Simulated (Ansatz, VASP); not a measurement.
# CsB3N3 in VASP and in Ansatz

The input INCAR:

```
SYSTEM = CsB3N3
PREC = Accurate ; ENCUT = 520
EDIFF = 1E-6 ; ISMEAR = 0
SIGMA = 0.1 ; LREAL = .FALSE.
LASPH = .TRUE. ; NELM = 150
ALGO = Normal ; ISIF = 2
LWAVE = .FALSE. ; LCHARG = .FALSE.
ISPIN = 2 ; MAGMOM = 0 0 0 0 1 1 1
LORBIT = 11 ; GGA = PE
NBANDS = 30
```

File KPOINTS:

```
regular mesh
0
G
  6 6 4
  0 0 0
```

Contents of POSCAR:

```
CsB3N3
1.0
    4.4246531600      0.0000000000      0.0000000000
   -2.2123265800      3.8318620400      0.0000000000
    0.0000000000      0.0000000000      6.1442767100
Cs B N
1 3 3
Direct
    0.0000000000      0.0000000000      0.5000000000
    0.3333333300      0.6666666700      0.0000000000
    0.6666666700      0.3333333300      0.0000000000
    0.0000000000      0.0000000000      0.0000000000
    0.2587608200      0.0000000000      0.0000000000
    0.0000000000      0.2587608200      0.0000000000
    0.7412391800      0.7412391800      0.0000000000
```

Input for Ansatz:

```yaml
crystal:
  lattice:
    - [4.42465316, 0.0, 0.0]
    - [-2.21232658, 3.83186204, 0.0]
    - [0.0, 0.0, 6.14427671]
  atoms:
    - { symbol: Cs, position: [0.0, 0.0, 0.5] }
    - { symbol: B, position: [0.33333333, 0.66666667, 0.0] }
    - { symbol: B, position: [0.66666667, 0.33333333, 0.0] }
    - { symbol: B, position: [0.0, 0.0, 0.0] }
    - { symbol: "N", position: [0.25876082, 0.0, 0.0], spin: 1.0 }
    - { symbol: "N", position: [0.0, 0.25876082, 0.0], spin: 1.0 }
    - { symbol: "N", position: [0.74123918, 0.74123918, 0.0], spin: 1.0 }
basis:
  ecutwfc: 420
kpoints:
  mp_grid: { grid: [6, 6, 4] }
hamiltonian:
  xc: pbe
scf:
  occupations: { method: gaussian, width: 0.1 }
  lower_state_search: "off"
output:
  forces: true
  stress: true
  eigenvalues: true
  populations: true
magnetization:
  spin_polarized: true
```

Alike in both runs: task single point; functional PBE; k mesh 6 × 6 × 4; occupations gaussian, width 0.1 eV; collinear spin.

```csv
,VASP,Ansatz
version,VASP 6.6.1,Ansatz 0.2.0
potentials or method,"VASP PAW PBE potentials, release 64 (Cs_sv, B, N), cutoff 520 eV","scalar-relativistic, plane waves, PAW"
valence electrons in the cell,33,33
```

VASP gave:

* gap on the k mesh at the Fermi level (eV): none
* rms of the force components (eV/Å): 11.967
* net moment per atom (μB): 0.00

Problem. Which values does Ansatz return?

Solution. gap on the k mesh at the Fermi level (eV): none; rms of the force components (eV/Å): 11.863; net moment per atom (μB): 0.00.

Atom by atom the forces differ by 0.104 eV/Å (rms over components). A gap of «none» marks a metal or a gap that the smearing closes. Ansatz's warnings: seeded moment not kept.

Spin-orbit coupling is off throughout.
